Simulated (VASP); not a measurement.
Input of a VASP 6.6.1 run:

Contents of INCAR:

```
PREC = Accurate
ENCUT = 520
EDIFF = 1E-6
ISMEAR = -1
SIGMA = 0.1
LREAL = False
LASPH = True
NELM = 100
ALGO = Normal
ISIF = 2
LWAVE = False
LCHARG = False
GGA = B5
ALDAX = 1.0
AGGAX = 1.0
AGGAC = 1.0
ALDAC = 0.0
NBANDS = 36
```

KPOINTS

```
Automatic mesh
0
Gamma
  14 14 4
```

Contents of POSCAR:

```
W
1.0
    2.6945543126      0.0000000000      0.0000000000
   -1.3472771563      2.3335524866      0.0000000000
    0.0000000000      0.0000000000      9.5664828050
W
4
Direct
    1.0000000000      0.0000000000      0.0000000000
    1.0000000000      0.0000000000      0.5000000000
    0.3333333333      0.6666666667      0.2500000000
    0.6666666667      0.3333333333      0.7500000000
```

Potentials or basis: VASP PAW PBE potentials, release 64 (W_sv).

Command:

```bash
$ cat potpaw_PBE.64/W_sv/POTCAR > POTCAR
$ mpirun -np 1 vasp_std > vasp.out
```

Task: Estimate the band gap on the k mesh.

Result: Zero (bands 28 and 29 overlap by 2.35 eV).

Task: What does it give for the pressure?

Result: 45.0 GPa.

Stress tensor (GPa, compression positive):
```
48.29  0.00  0.00
 0.00 48.29  0.00
 0.00  0.00 38.51
```

Caveat: the stress differs along the axes, from 39 to 48 GPa; the PAW data sets were made with another functional, which shifts forces and pressure a little; spin-orbit coupling is left out, which moves the levels of the heavy elements.
